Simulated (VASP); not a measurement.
Input of a VASP 6.6.1 run:

POSCAR

```
Ir
1.0
    0.0000000000      1.8764951499      1.8764951499
    1.8764951499      0.0000000000      1.8764951499
    1.8764951499      1.8764951499      0.0000000000
Ir
1
Direct
    0.0000000000      0.0000000000      0.0000000000
```

INCAR.step1

```
SYSTEM = Ir
PREC = Accurate
ENCUT = 520
EDIFF = 1E-5
ISMEAR = -1
SIGMA = 0.05
LREAL = .FALSE.
LASPH = .TRUE.
NELM = 60
ALGO = Normal
ISIF = 2
LWAVE = .TRUE.
NBANDS = 10
GGA = PE
```

The input INCAR.step2:

```
SYSTEM = Ir
PREC = Accurate
ENCUT = 520
EDIFF = 1E-6
ISMEAR = -1
SIGMA = 0.05
LREAL = .FALSE.
LASPH = .TRUE.
NELM = 60
ALGO = Normal
ISIF = 2
LWAVE = .FALSE.
LCHARG = .TRUE.
GGA = PE
LHFCALC = .TRUE.
HFSCREEN = 0.2079
PRECFOCK = Normal
LELF = .TRUE.
LVHAR = .TRUE.
NBANDS = 10
ISTART = 1
```

The input KPOINTS:

```
regular mesh
0
G
  8 8 8
  0 0 0
```

Potentials or basis: VASP PAW PBE potentials, release 64 (Ir).

Launch:

```console
$ cat potpaw_PBE.64/Ir/POTCAR > POTCAR
$ cp INCAR.step1 INCAR
$ mpirun -np 1 vasp_std > vasp.out
$ cp INCAR.step2 INCAR
$ mpirun -np 1 vasp_std > vasp.out
```

Problem. Predict the band gap on the k mesh.

Solution. Zero (an odd number of electrons rules out a gap without spin polarisation).

Problem. Predict the pressure.

Solution. 30.9 GPa.

Caveat: the k points lie up to 0.36 Å⁻¹ apart, too coarse for converged energies and pressures of a metal; the PAW data sets were made with another functional, which shifts forces and pressure a little; spin-orbit coupling is left out, which moves the levels of the heavy elements.
